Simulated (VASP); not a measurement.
# MnS (Pm-3m) in VASP: further runs

Runs on MnS. Level: LDA. Tasks: single point.

All numbers are computed with VASP 6.6.1; they aren't measurements. Logs are shortened: lines on timing, memory, paths and dates and some standing lists are left out, and cuts for length are marked.

### Step 1. The cell of the first run

Symmetry: Pm-3m, No. 221, cubic system. Conventional cell: a = 3.099 Å, b = 3.099 Å, c = 3.099 Å, α = 90.00°, β = 90.00°, γ = 90.00°. Mn (site symmetry m-3m) has 8 S at 2.68 Å and 6 Mn at 3.10 Å within 3.5 Å. S (site symmetry m-3m) has 8 Mn at 2.68 Å and 6 S at 3.10 Å within 3.5 Å.

### Step 2. Single point, LDA, collinear spin, ferromagnetic start

INCAR

```
ALGO = Normal ; EDIFF = 1E-6
ENCUT = 500 ; GGA = CA
GGA_COMPAT = F ; ISIF = 2
ISMEAR = 1 ; ISPIN = 2
LASPH = T ; LCHARG = F
LMAXMIX = 4 ; LORBIT = 11
LREAL = F ; LWAVE = F
MAGMOM = 4 4 0 0 ; NBANDS = 31
NELM = 200 ; PREC = Accurate
SIGMA = 0.1
```

KPOINTS

```
k-points
0
Gamma
  6 3 6
```

POSCAR

```
MnS
1.0
    3.0990400000      0.0000000000      0.0000000000
    0.0000000000      6.1980800000      0.0000000000
    0.0000000000      0.0000000000      3.0990400000
Mn S
2 2
Direct
    0.5000000000      0.2500000000      0.5000000000
    0.5000000000      0.7500000000      0.5000000000
    0.0000000000      0.0000000000      0.0000000000
    0.0000000000      0.5000000000      0.0000000000
```

Potentials or basis: VASP PAW LDA potentials, release 64 (Mn_pv, S).

Started as:

```sh
$ cat potpaw_LDA.64/Mn_pv/POTCAR potpaw_LDA.64/S/POTCAR > POTCAR
$ mpirun -np 1 vasp_std > vasp.out
```

OUTCAR:

```text
EDIFF = 1E-6
   ENCUT = 500
   GGA = CA
   ISIF = 2
   ISMEAR = 1
   ISPIN = 2
   LASPH = T
   LORBIT = 11
   LREAL = F
   NELM = 200
   PREC = Accurate

 ion  position               nearest neighbor table
   1  0.500  0.250  0.500-   3 2.68   4 2.68   3 2.68   4 2.68   3 2.68   4 2.68   3 2.68   4 2.68
                             2 3.10   2 3.10
   2  0.500  0.750  0.500-   3 2.68   4 2.68   3 2.68   4 2.68   3 2.68   4 2.68   3 2.68   4 2.68
                             1 3.10   1 3.10
   3  0.000  0.000  0.000-   1 2.68   2 2.68   1 2.68   2 2.68   1 2.68   2 2.68   1 2.68   2 2.68

   4  0.000  0.500  0.000-   1 2.68   2 2.68   1 2.68   2 2.68   1 2.68   2 2.68   1 2.68   2 2.68

  LATTYP: Found a simple tetragonal cell.
 ALAT       =     3.0990400000
 C/A-ratio  =     2.0000000000

  Lattice vectors:

 A1 = (  -3.0990400000,   0.0000000000,   0.0000000000)
 A2 = (   0.0000000000,   0.0000000000,   3.0990400000)
 A3 = (   0.0000000000,   6.1980800000,   0.0000000000)

Analysis of symmetry for initial positions (statically):
=====================================================================
 Subroutine PRICEL returns following result:

  LATTYP: Found a simple cubic cell.
 ALAT       =     3.0990400000
[... 12 lines left out ...]
 Subroutine GETGRP returns: Found 16 space group operations
 (whereof 16 operations were pure point group operations)
 out of a pool of 16 trial point group operations.

The static configuration has the point symmetry D_4h.

Analysis of symmetry for dynamics (positions and initial velocities):
=====================================================================
 Subroutine PRICEL returns following result:

  LATTYP: Found a simple cubic cell.
 ALAT       =     3.0990400000
[... 12 lines left out ...]
 Subroutine GETGRP returns: Found 16 space group operations
 (whereof 16 operations were pure point group operations)
 out of a pool of 16 trial point group operations.

The dynamic configuration has the point symmetry D_4h.

Analysis of structural, dynamic, and magnetic symmetry:
=====================================================================
 Subroutine PRICEL returns following result:

  LATTYP: Found a simple cubic cell.
 ALAT       =     3.0990400000
[... 133 lines left out ...]
  Fermi-wavevector in a.u.,A,eV,Ry     =   1.409610  2.663776 27.034766  1.986999
  Thomas-Fermi vector in A             =   2.531648
   LORBIT       =     11    0 simple, 1 ext, 2 COOP (PROOUT), +10 PAW based schemes
   GGA     = CA    functional components
   LHFCALC =     F    Hartree Fock is set to
   AEXX    =    0.0000 exact exchange contribution
   IVDW    =     0    specifies the selected vdW correction
   LEPSILON=     F    determine dielectric tensor
   LRPA    =     F    only Hartree local field effects (RPA)
 spin polarized calculation
 Methfessel and Paxton  Order N= 1 SIGMA  =   0.10
  energy-cutoff  :      500.00
  volume of cell :       59.53
 maximum number of plane-waves:      1524
 NGX is ok and might be reduce to    24

 number of electron      37.9999947 magnetization       6.5089267

 Free energy of the ion-electron system (eV)
  ---------------------------------------------------
  ext. energy  EPLUGINS =         0.00000000
  ---------------------------------------------------
  free energy    TOTEN  =       -29.05435958 eV

  energy without entropy =      -29.05934783  energy(sigma->0) =      -29.05602233

 E-fermi :   8.0751     XC(G=0): -11.9662

 val. band max:        8.0184721084   @ k =   0.1667   0.0000   0.0000
 cond. band min:       8.2210525425   @ k =   0.1667   0.3333   0.1667
 fundamental gap:      0.2025804341
 Fermi energy:         8.0751477066

 spin component 1

 k-point     1 :       0.0000    0.0000    0.0000
  band No.  band energies     occupation
      1     -41.0183      1.00000
      2     -40.9789      1.00000
      3     -40.9789      1.00000
      4     -40.9789      1.00000
      5     -40.9756      1.00000
      6     -40.9756      1.00000
[... 669 lines left out ...]
     30      15.1402      0.00000
     31      17.0985      0.00000
 Fermi energy:         8.0751477066

 spin component 2

 k-point     1 :       0.0000    0.0000    0.0000
  band No.  band energies     occupation
      1     -37.8736      1.00000
      2     -37.8265      1.00000
      3     -37.8265      1.00000
      4     -37.8265      1.00000
      5     -37.8224      1.00000
      6     -37.8224      1.00000
[... 669 lines left out ...]
     30      15.8485      0.00000
     31      18.2337      0.00000

------------------------ aborting loop because EDIFF is reached ----------------------------------------

  FORCE on cell =-STRESS in cart. coord.  units (eV):
  Direction    XX          YY          ZZ          XY          YZ          ZX
  --------------------------------------------------------------------------------------
  -------------------------------------------------------------------------------------
  Total       -6.7106126     -6.7106018     -6.7106126     -0.0000000      0.0000000      0.0000000
  in kB     -180.6180747   -180.6177839   -180.6180747     -0.0000000      0.0000000      0.0000000
  external PRESSURE =    -180.6179778 kB  Pullay stress =       0.0000000 kB

 VOLUME and BASIS-vectors are now :
 -----------------------------------------------------------------------------
  energy-cutoff  :      500.00
  volume of cell :       59.53
      direct lattice vectors                 reciprocal lattice vectors
     3.099040000  0.000000000  0.000000000     0.322680572  0.000000000  0.000000000
     0.000000000  6.198080000  0.000000000     0.000000000  0.161340286  0.000000000
     0.000000000  0.000000000  3.099040000     0.000000000  0.000000000  0.322680572

 POSITION                                       TOTAL-FORCE (eV/Angst)
 -----------------------------------------------------------------------------------
      1.54952      1.54952      1.54952        -0.000000      0.000000      0.000000
      1.54952      4.64856      1.54952        -0.000000      0.000000      0.000000
      0.00000      0.00000      0.00000         0.000000     -0.000000     -0.000000
      0.00000      3.09904      0.00000         0.000000      0.000000     -0.000000
 -----------------------------------------------------------------------------------
    total drift:                                0.000000     -0.000000     -0.000000

  FREE ENERGIE OF THE ION-ELECTRON SYSTEM (eV)
  ---------------------------------------------------
  free  energy   TOTEN  =       -29.0543595839 eV

  energy  without entropy=      -29.0593478306  energy(sigma->0) =      -29.05602233

 total charge

# of ion       s       p       d       tot
------------------------------------------
    1        0.215   6.165   5.074  11.454
    2        0.215   6.165   5.074  11.454
    3        1.373   2.239   0.000   3.612
    4        1.373   2.239   0.000   3.612
--------------------------------------------------
tot          3.176  16.807  10.149  30.132

 magnetization (x)

# of ion       s       p       d       tot
------------------------------------------
    1        0.013   0.023   3.173   3.209
    2        0.013   0.023   3.173   3.209
    3        0.026  -0.112   0.000  -0.086
    4        0.026  -0.112   0.000  -0.086
--------------------------------------------------
tot          0.078  -0.178   6.346   6.246
```

stdout:

```text
POSCAR found type information on POSCAR MnS
 POSCAR found :  2 types and       4 ions
 scaLAPACK will be used
 LDA part: xc-table for (Slater(with rela. corr.)+CA(PZ))
 , standard interpolation
 POSCAR, INCAR and KPOINTS ok, starting setup
 FFT: planning ... GRIDC
 FFT: planning ... GRID_SOFT
 FFT: planning ... GRID
 WAVECAR not read
 entering main loop
```

Wall time 39 s (1 thread of Intel Xeon Platinum 8488C (Sapphire Rapids), shared host); peak memory 0.19 GiB.

What came out:

```
Free energy                                           : -29.0544 eV
Pressure                                              : -18.1 GPa
Net moment                                            : 6.51 μB per cell
Site moments                                          : Mn +3.21; S -0.09 μB
Valence electrons inside the program's atomic spheres : Mn 11.45; S 3.61
```

Caveat: the cell stands under tension; semilocal functionals often make such compounds metallic where correlation or magnetic order opens a gap, which also shifts bond lengths; only a ferromagnetic start was run, and an antiferromagnetic order may lie lower in energy. With open d or f shells a metallic result of LDA can be an artefact of self-interaction; +U or a hybrid may open a gap.

### Step 3. Single point, LDA, collinear spin, ferromagnetic start

This run uses another cell than the first one: it holds 8 atoms, not 4.

INCAR

```
ALGO = Normal
EDIFF = 1E-6
ENCUT = 500
GGA = CA
GGA_COMPAT = False
ISIF = 2
ISMEAR = 1
ISPIN = 2
LASPH = True
LCHARG = False
LMAXMIX = 4
LORBIT = 11
LREAL = False
LWAVE = False
MAGMOM = 4 4 4 4 0 0 0 0
NBANDS = 52
NELM = 200
PREC = Accurate
SIGMA = 0.1
```

KPOINTS

```
k-points
0
Gamma
  3 3 6
```

POSCAR

```
MnS
1.0
    6.1980800000      0.0000000000      0.0000000000
    0.0000000000      6.1980800000      0.0000000000
    0.0000000000      0.0000000000      3.0990400000
Mn S
4 4
Direct
    0.2500000000      0.2500000000      0.5000000000
    0.2500000000      0.7500000000      0.5000000000
    0.7500000000      0.2500000000      0.5000000000
    0.7500000000      0.7500000000      0.5000000000
    0.0000000000      0.0000000000      0.0000000000
    0.0000000000      0.5000000000      0.0000000000
    0.5000000000      0.0000000000      0.0000000000
    0.5000000000      0.5000000000      0.0000000000
```

Potentials or basis: VASP PAW LDA potentials, release 64 (Mn_pv, S).

Started as:

```sh
$ cat potpaw_LDA.64/Mn_pv/POTCAR potpaw_LDA.64/S/POTCAR > POTCAR
$ mpirun -np 1 vasp_std > vasp.out
```

Wall time 1.7 min (1 thread of Intel Xeon Platinum 8488C (Sapphire Rapids), shared host); peak memory 0.25 GiB.

It converged, with:

| Property | Result |
| --- | --- |
| Free energy | -58.1089 eV |
| Pressure | -18.0 GPa |
| Net moment | 13.02 μB per cell |
| Site moments | Mn +3.21; S -0.09 μB |
| Valence electrons inside the program's atomic spheres | Mn 11.45; S 3.61 |

Levels at points of the mesh, in eV from the Fermi level:
Spin up:
```
           k point  band 42  band 43  band 44  band 45  band 46  band 47
(0.00, 0.00, 0.00)    -0.93    -0.93    -0.07     1.22     1.22     1.22
(0.00, 0.00, 0.50)    -0.07    -0.07     0.59     0.59     0.59     1.22
```
Spin down:
```csv
k point,band 28,band 29,band 30,band 31,band 32,band 33,band 34,band 35
"(0.00, 0.00, 0.00)",-1.50,-1.13,-1.13,-0.40,-0.40,-0.13,0.44,0.44
"(0.00, 0.00, 0.50)",-1.50,-0.40,-0.13,-0.13,0.44,0.44,0.44,0.44
```

Caveat: the cell stands under tension; semilocal functionals often make such compounds metallic where correlation or magnetic order opens a gap, which also shifts bond lengths; only a ferromagnetic start was run, and an antiferromagnetic order may lie lower in energy. With open d or f shells a metallic result of LDA can be an artefact of self-interaction; +U or a hybrid may open a gap.
